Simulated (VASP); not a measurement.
# As2P3 (P-3m1) in VASP: further runs, part 3 of 3

VASP 6.6.1.

## (6) Relaxation of cell and atoms, PBE

The input, INCAR:

```
  PREC = Accurate
  ENCUT = 600
  EDIFF = 1E-6
  ISMEAR = 0
  SIGMA = 0.1
  LREAL = F
  LASPH = T
  NELM = 100
  ALGO = Normal
  ISIF = 3
  LWAVE = F
  LCHARG = F
  GGA = PE
  IBRION = 2
  NSW = 90
  EDIFFG = -0.04
```

The input, KPOINTS:

```
regular mesh
0
Gamma
  6 6 4
```

The input, POSCAR:

```
As2P3
1.0
    4.0757114685      0.0000000000      0.0000000000
   -2.0378557343      3.5296696702      0.0000000000
    0.0000000000      0.0000000000      6.3411450005
P As
3 2
Direct
    0.0000000000      0.0000000000      0.0000000000
    0.3333333333      0.6666666667      0.6450000000
    0.6666666667      0.3333333333      0.3550000000
    0.3333333333      0.6666666667      0.2450000000
    0.6666666667      0.3333333333      0.7550000000
```

Potentials or basis: VASP PAW PBE potentials, release 64 (P, As).

Run with:

```bash
$ cat potpaw_PBE.64/P/POTCAR potpaw_PBE.64/As/POTCAR > POTCAR
$ mpirun -np 1 vasp_std > vasp.out
```

OUTCAR:

```text
PREC = Accurate
   ENCUT = 600
   EDIFF = 1E-6
   ISMEAR = 0
   LREAL = F
   LASPH = T
   NELM = 100
   ISIF = 3
   GGA = PE
   IBRION = 2
   NSW = 90
   EDIFFG = -0.04

 ion  position               nearest neighbor table
   1  0.000  0.000  0.000-   4 2.82   5 2.82   5 2.82   4 2.82   5 2.82   4 2.82
   2  0.333  0.667  0.645-   5 2.45   5 2.45   5 2.45   4 2.54
   3  0.667  0.333  0.355-   4 2.45   4 2.45   4 2.45   5 2.54
   4  0.333  0.667  0.245-   3 2.45   3 2.45   3 2.45   2 2.54   1 2.82   1 2.82   1 2.82
   5  0.667  0.333  0.755-   2 2.45   2 2.45   2 2.45   3 2.54   1 2.82   1 2.82   1 2.82

  LATTYP: Found a hexagonal cell.
 ALAT       =     4.0757114685
 C/A-ratio  =     1.5558375635

  Lattice vectors:

 A1 = (   4.0757114685,   0.0000000000,   0.0000000000)
 A2 = (  -2.0378557343,   3.5296696702,   0.0000000000)
 A3 = (   0.0000000000,   0.0000000000,   6.3411450005)

Analysis of symmetry for initial positions (statically):
=====================================================================
 Subroutine PRICEL returns:
 Original cell was already a primitive cell.

 Routine SETGRP: Setting up the symmetry group for a
 hexagonal supercell.

 Subroutine GETGRP returns: Found 12 space group operations
 (whereof 12 operations were pure point group operations)
 out of a pool of 24 trial point group operations.

The static configuration has the point symmetry D_3d.

Analysis of symmetry for dynamics (positions and initial velocities):
=====================================================================
 Subroutine PRICEL returns:
 Original cell was already a primitive cell.

 Routine SETGRP: Setting up the symmetry group for a
 hexagonal supercell.

 Subroutine GETGRP returns: Found 12 space group operations
 (whereof 12 operations were pure point group operations)
 out of a pool of 24 trial point group operations.

The dynamic configuration has the point symmetry D_3d.

 Subroutine INISYM returns: Found 12 space group operations
 (whereof 12 operations are pure point group operations),
 and found     1 'primitive' translations

----------------------------------------------------------------------------------------

                                     Primitive cell

  volume of cell :      91.2232

  direct lattice vectors                    reciprocal lattice vectors
     4.075711468  0.000000000  0.000000000     0.245355935  0.141656315  0.000000000
    -2.037855734  3.529669670  0.000000000     0.000000000  0.283312631  0.000000000
     0.000000000  0.000000000  6.341145001     0.000000000  0.000000000  0.157700226

  length of vectors
     4.075711468  4.075711469  6.341145001     0.283312631  0.283312631  0.157700226

  position of ions in fractional coordinates (direct lattice)
     0.000000000  0.000000000  0.000000000
     0.333333333  0.666666667  0.645000000
     0.666666667  0.333333333  0.355000000
     0.333333333  0.666666667  0.245000000
     0.666666667  0.333333333  0.755000000

  ion indices of the primitive-cell ions
   primitive index   ion index
                 1           1
[... 28 lines left out ...]

 Found     24 irreducible k-points:

 Following reciprocal coordinates:
            Coordinates               Weight
  0.000000  0.000000  0.000000      1.000000
  0.166667  0.000000  0.000000      6.000000
  0.333333  0.000000  0.000000      6.000000
  0.500000  0.000000  0.000000      3.000000
  0.166667  0.166667  0.000000      6.000000
  0.333333  0.166667  0.000000     12.000000
[... 16 lines left out ...]
  0.333333  0.166667  0.500000     12.000000
  0.333333  0.333333  0.500000      2.000000
   k-points           NKPTS =     24   k-points in BZ     NKDIM =     24   number of bands    NBANDS=     16
   number of dos      NEDOS =    301   number of ions     NIONS =      5
   total plane-waves  NPLWV =  69984
   dimension x,y,z NGX =    36 NGY =   36 NGZ =   54
   dimension x,y,z NGXF=    72 NGYF=   72 NGZF=  108
   ions per type =               3   2
   NGX,Y,Z   is equivalent  to a cutoff of  14.68, 14.68, 14.16 a.u.
   NGXF,Y,Z  is equivalent  to a cutoff of  29.37, 29.37, 28.31 a.u.
 SYSTEM =  unknown system
   PREC   = accura    normal or accurate (medium, high low for compatibility)
   ISTART =      0    job   : 0-new  1-cont  2-samecut
   ICHARG =      2    charge: 1-file 2-atom 10-const
   ISPIN  =      1    spin polarized calculation?
   LNONCOLLINEAR =      F non collinear calculations
   LSORBIT =      F    spin-orbit coupling
   LASPH  =      T    aspherical Exc in radial PAW
   ENCUT  =  600.0 eV  44.10 Ry    6.64 a.u.   8.14  8.14 12.66*2*pi/ulx,y,z
   NELM   =    100;   NELMIN=  2; NELMDL= -5     # of ELM steps
   EDIFF  = 0.1E-05   stopping-criterion for ELM
   LREAL  =      F    real-space projection
   EDIFFG = -.4E-01   stopping-criterion for IOM
   NSW    =     90    number of steps for IOM
   IBRION =      2    ionic relax: 0-MD 1-quasi-New 2-CG
   NFREE  =      1    steps in history (QN), initial steepest desc. (CG)
   ISIF   =      3    stress and relaxation
   ISYM   =      2    0-nonsym 1-usesym 2-fastsym
   POTIM  = 0.5000    time-step for ionic-motion
   TEBEG  =    0.0;   TEEND  =   0.0 temperature during run
   PSTRESS=    0.0 pullay stress
   NELECT =      25.0000    total number of electrons
   NUPDOWN=      -1.0000    fix difference up-down
   EMIN   =  10.00;   EMAX   =-10.00  energy-range for DOS
   EFERMI =   0.00;   METHOD = LEGACY
   ISMEAR =     0;   SIGMA  =   0.10  broadening in eV -4-tet -1-fermi 0-gaus
   EFERMI_NEDOS =   21; number of points for ismear=-14 and -15
   IALGO  =     38    algorithm
   IMIX   =      4    mixing-type and parameters
     AMIX     =   0.40;   BMIX     =  1.00
     AMIX_MAG =   1.60;   BMIX_MAG =  1.00
  volume/ion in A,a.u.               =      18.24       123.12
  Fermi-wavevector in a.u.,A,eV,Ry     =   1.063375  2.009487 15.385010  1.130766
  Thomas-Fermi vector in A             =   2.198858
   LORBIT       =      0    0 simple, 1 ext, 2 COOP (PROOUT), +10 PAW based schemes
   GGA     = PE    functional components
   LHFCALC =     F    Hartree Fock is set to
   AEXX    =    0.0000 exact exchange contribution
   IVDW    =     0    specifies the selected vdW correction
   LEPSILON=     F    determine dielectric tensor
   LRPA    =     F    only Hartree local field effects (RPA)
 conjugate gradient relaxation of ions
 non-spin polarized calculation
 Gauss-broadening in eV      SIGMA  =   0.10
  energy-cutoff  :      600.00
  volume of cell :       91.22
 maximum number of plane-waves:      3074
 NGX is ok and might be reduce to    36
   NGX = 17   NGY = 17   NGZ = 25

--------------------------------------- Ionic step        1  -------------------------------------------

 number of electron      25.0000002 magnetization

 Free energy of the ion-electron system (eV)
  ---------------------------------------------------
  ext. energy  EPLUGINS =         0.00000000
  ---------------------------------------------------
  free energy    TOTEN  =       -22.27175188 eV

  energy without entropy =      -22.26045760  energy(sigma->0) =      -22.26610474

------------------------ aborting loop because EDIFF is reached ----------------------------------------

  FORCE on cell =-STRESS in cart. coord.  units (eV):
  Direction    XX          YY          ZZ          XY          YZ          ZX
  --------------------------------------------------------------------------------------
  -------------------------------------------------------------------------------------
  Total        3.7413388      3.7413388      1.7135809     -0.0000000      0.0000000      0.0000000
  in kB       65.7101466     65.7101466     30.0960860     -0.0000000      0.0000000      0.0000000
  external PRESSURE =      53.8387931 kB  Pullay stress =       0.0000000 kB
[... 98 lines left out ...]
  FREE ENERGIE OF THE ION-ELECTRON SYSTEM (eV)
  ---------------------------------------------------
  free  energy   TOTEN  =       -22.4193247700 eV

  energy  without entropy=      -22.4030698870  energy(sigma->0) =      -22.41119733

[... ionic steps 4 to 33 ...]

--------------------------------------- Ionic step       34  -------------------------------------------

 number of electron      25.0000002 magnetization

------------------------ aborting loop because EDIFF is reached ----------------------------------------
[... 73 lines left out ...]
--------------------------------------- Ionic step       36  -------------------------------------------

 number of electron      24.9999999 magnetization

 Free energy of the ion-electron system (eV)
  ---------------------------------------------------
  ext. energy  EPLUGINS =         0.00000000
  ---------------------------------------------------
  free energy    TOTEN  =       -23.96790639 eV

  energy without entropy =      -23.95478863  energy(sigma->0) =      -23.96134751

 E-fermi :   7.3974     XC(G=0): -10.7046

 val. band max:        7.3500990571   @ k =   0.3333   0.0000   0.2500
 cond. band min:       7.4006079332   @ k =   0.3333   0.1667   0.5000
 fundamental gap:      0.0505088761
 Fermi energy:         7.3974423958

 k-point     1 :       0.0000    0.0000    0.0000
  band No.  band energies     occupation
      1      -8.0840      2.00000
      2      -5.9266      2.00000
      3      -5.9071      2.00000
      4       0.0610      2.00000
      5       0.2412      2.00000
      6       5.5689      2.00000
[... 477 lines left out ...]
  FREE ENERGIE OF THE ION-ELECTRON SYSTEM (eV)
  ---------------------------------------------------
  free  energy   TOTEN  =       -23.9679063856 eV

  energy  without entropy=      -23.9547886277  energy(sigma->0) =      -23.96134751

 reached required accuracy - stopping structural energy minimisation
```

CONTCAR:

```text
As2P3
   1.00000000000000
     3.5434356435692727    0.0000000000074986    0.0000000000000006
    -1.7717178218216085    3.0687052839923910   -0.0000000000000010
     0.0000000000000010   -0.0000000000000016    8.0106945023957312
  P               As
     3     2
Direct
     0.0000000000000000    0.0000000000000000    0.0000000000000000
     0.3333333332999970    0.6666666667000030    0.5957480660365194
     0.6666666667000030    0.3333333332999970    0.4042519339634805
     0.3333333332999970    0.6666666667000030    0.1942175525774782
     0.6666666667000030    0.3333333332999970    0.8057824474225217

  0.00000000E+00  0.00000000E+00  0.00000000E+00
  0.00000000E+00  0.00000000E+00  0.00000000E+00
  0.00000000E+00  0.00000000E+00  0.00000000E+00
  0.00000000E+00  0.00000000E+00  0.00000000E+00
  0.00000000E+00  0.00000000E+00  0.00000000E+00
```

Run time: 6.4 min. Hardware: 1 thread of Intel Xeon 6975P-C (Granite Rapids), shared host; peak memory 0.27 GiB.

Results:

| Item | Value |
| --- | --- |
| Free energy | -23.9679 eV |
| Relaxed volume | 17.42 Å³/atom |
| Relaxed cell | a = 3.543 Å, b = 3.543 Å, c = 8.011 Å, α = 90.00°, β = 90.00°, γ = 120.00° |
| Space group after relaxing (to 0.05 Å) | P-3m1 (No. 164) |
| Energy gained by relaxing | 339.2 meV/atom |
| Ionic steps | 36 |
| Pressure after relaxing | -0.1 GPa |

Forces in eV/Å, atoms in the order of the input:
```
P    0.000  0.000  0.000
P    0.000  0.000 -0.002
P    0.000  0.000  0.002
As   0.000  0.000  0.000
As   0.000  0.000  0.000
```

Step by step:
| step | energy change (eV) | largest force (eV/Å) | pressure (GPa) | volume (Å³) |
| --- | --- | --- | --- | --- |
| 1 | 0.0000 | 0.8537 | 5.38 | 91.22 |
| 2 | -0.1423 | 0.2330 | -1.79 | 99.55 |
| 3 | -0.1476 | 0.3282 | -0.76 | 98.10 |
| 4 | -0.1686 | 0.2731 | -0.49 | 97.37 |
| 5 | -0.1887 | 0.1618 | 0.29 | 95.71 |
| 6 | -0.1888 | 0.1555 | 0.34 | 95.61 |
| 7 | -0.1928 | 0.0401 | -0.32 | 96.13 |
| 8 | -0.1929 | 0.0306 | -0.42 | 96.21 |
| 9 | -0.1960 | 0.0730 | -0.06 | 95.49 |
| 10 | -0.1968 | 0.1025 | 0.25 | 94.90 |
| 11 | -0.2005 | 0.1576 | 0.09 | 94.95 |
| 12 | -0.2184 | 0.3232 | -0.25 | 95.09 |
| 13 | -0.3480 | 0.4737 | -1.03 | 95.19 |
| 14 | -0.9195 | 0.0182 | -3.17 | 94.73 |
| 15 | -1.2973 | 1.3860 | 2.23 | 91.44 |
| 16 | -1.3515 | 1.1643 | -0.24 | 92.26 |
| 17 | -1.3561 | 1.0206 | -1.65 | 92.85 |
| 18 | -1.3583 | 1.0703 | -1.18 | 92.64 |
| 19 | -1.3587 | 1.0723 | -1.16 | 92.64 |
| 20 | -1.3597 | 1.0795 | -1.09 | 92.65 |
| 21 | -1.3609 | 1.0950 | -0.94 | 92.66 |
| 22 | -1.3600 | 1.1275 | -0.59 | 92.67 |
| 23 | -1.3609 | 1.1059 | -0.83 | 92.66 |
| 24 | -1.3622 | 1.1033 | -0.84 | 92.65 |
| 25 | -1.3661 | 1.0960 | -0.85 | 92.62 |
| 26 | -1.3738 | 1.0808 | -0.85 | 92.56 |
| 27 | -1.3889 | 1.0489 | -0.86 | 92.43 |
| 28 | -1.4179 | 0.9804 | -0.89 | 92.17 |
| 29 | -1.4707 | 0.8405 | -0.91 | 91.66 |
| 30 | -1.5575 | 0.6095 | -0.84 | 90.64 |
| 31 | -1.6516 | 0.3914 | -0.43 | 88.61 |
| 32 | -1.6544 | 0.4404 | -0.28 | 88.12 |
| 33 | -1.6677 | 0.3788 | -0.10 | 87.67 |
| 34 | -1.6835 | 0.2059 | 0.37 | 86.44 |
| 35 | -1.6928 | 0.1062 | 0.11 | 86.76 |
| 36 | -1.6962 | 0.0021 | -0.13 | 87.11 |

Final structure:
```yaml
crystal:
  lattice:
    - [3.54344, 0.00000, 0.00000]
    - [-1.77172, 3.06871, 0.00000]
    - [0.00000, 0.00000, 8.01069]
  atoms:
    - { symbol: P, position: [0.00000, 0.00000, 0.00000] }
    - { symbol: P, position: [0.33333, 0.66667, 0.59575] }
    - { symbol: P, position: [0.66667, 0.33333, 0.40425] }
    - { symbol: As, position: [0.33333, 0.66667, 0.19422] }
    - { symbol: As, position: [0.66667, 0.33333, 0.80578] }
```

## (7) Single point, PBE

This run uses another cell than the first one, of 20.80 Å³/atom, 1.140 times its volume.

The input, INCAR:

```
SYSTEM = As2P3
ALGO = Normal ; EDIFF = 1E-6
ENCUT = 520 ; GGA = PE
ISIF = 2 ; ISMEAR = 0
LASPH = .True. ; LCHARG = .True.
LELF = .True. ; LREAL = .False.
LVHAR = .True. ; LWAVE = .False.
NBANDS = 20 ; NELM = 100
PREC = Accurate ; SIGMA = 0.1
```

The input, KPOINTS:

```
k-points
0
Gamma
  12 12 6
  0 0 0
```

The input, POSCAR:

```
As2P3
1.0
    4.6052987173      0.0000000000      0.0000000000
   -2.3026493586      3.9883056812      0.0000000000
    0.0000000000      0.0000000000      5.6612520244
P As
3 2
Direct
    0.0000000000      0.0000000000      0.0000000000
    0.3333333333      0.6666666667      0.8094482580
    0.6666666667      0.3333333333      0.1905517420
    0.3333333333      0.6666666667      0.2224452005
    0.6666666667      0.3333333333      0.7775547995
```

Run with:

```bash
$ cat potpaw_PBE.64/P/POTCAR potpaw_PBE.64/As/POTCAR > POTCAR
$ mpirun -np 1 vasp_std > vasp.out
```

Wall time 66 s (1 thread of Intel Xeon 6975P-C (Granite Rapids), shared host); peak memory 0.34 GiB.

Results (log left out):

| Item | Value |
| --- | --- |
| Free energy | -23.0146 eV |
| Pressure | 0.1 GPa |
| Largest force | 0.015 eV/Å |

Forces on the atoms (eV/Å):
```
P    0.000  0.000  0.000
P    0.000  0.000 -0.015
P    0.000  0.000  0.015
As   0.000  0.000  0.013
As   0.000  0.000 -0.013
```

Levels at points of the mesh, in eV from the Fermi level:
```csv
k point,band 9,band 10,band 11,band 12,band 13,band 14,band 15,band 16
"(0.00, 0.00, 0.00)",-4.08,-4.08,-2.17,-2.17,-1.80,-0.37,1.28,1.28
"(0.50, 0.00, 0.00)",-3.09,-2.83,-1.10,-0.51,0.54,1.55,2.58,3.02
"(0.00, 0.00, 0.50)",-4.01,-3.64,-2.68,-2.68,-1.51,0.09,0.61,0.76
"(0.50, 0.00, 0.50)",-2.90,-2.17,-0.48,-0.44,0.59,0.96,1.66,1.85
```

Caveat: this functional lacks dispersion, which binds the layers, so the pressure and a relaxed spacing across them are unreliable.

## (8) Summary

| task | cell | k mesh | cutoff (eV) | gap on the mesh (eV) | pressure (GPa) | relaxed volume (Å³/atom) | largest force (eV/Å) |
| --- | --- | --- | --- | --- | --- | --- | --- |
| single point | a = 4.076, b = 4.076, c = 6.341 Å, angles 90.0, 90.0, 120.0°, 5 atoms | 6 × 6 × 4 | 520 | none | 5.4 | - | 0.85 |
| single point | a = 4.215, b = 4.215, c = 6.226 Å, angles 90.0, 90.0, 120.0°, 5 atoms | 6 × 6 × 4 | 520 | none | 0.0 | - | 0.04 |
| single point | a = 4.162, b = 4.162, c = 6.973 Å, angles 90.0, 90.0, 120.0°, 5 atoms | 6 × 6 × 4 | 520 | none | 0.0 | - | 0.02 |
| relaxation of cell and atoms | relaxed from a = 4.408, b = 4.408, c = 5.323 Å, angles 90.0, 90.0, 120.0°, 5 atoms | 6 × 6 × 4 | 600 | none | 0.2 | 20.86 | 0.04 |
| relaxation of cell and atoms | relaxed from a = 4.076, b = 4.076, c = 6.341 Å, angles 90.0, 90.0, 120.0°, 5 atoms | 6 × 6 × 4 | 600 | none | -0.1 | 17.42 | - |
| single point | a = 4.605, b = 4.605, c = 5.661 Å, angles 90.0, 90.0, 120.0°, 5 atoms | 12 × 12 × 6 | 520 | none | 0.1 | - | 0.01 |

Alike in all rows: level PBE; potentials or basis VASP PAW PBE potentials, release 64 (P, As); no spin polarisation; smearing gaussian 0.1 eV.

Caveats: the volume moved by over 15 % at a fixed basis, so the end points are rough (some runs); this functional lacks dispersion, which binds the layers, so the pressure and a relaxed spacing across them are unreliable (some runs).

Total energies depend on the potentials used, so only differences within one code and one set of settings carry meaning.
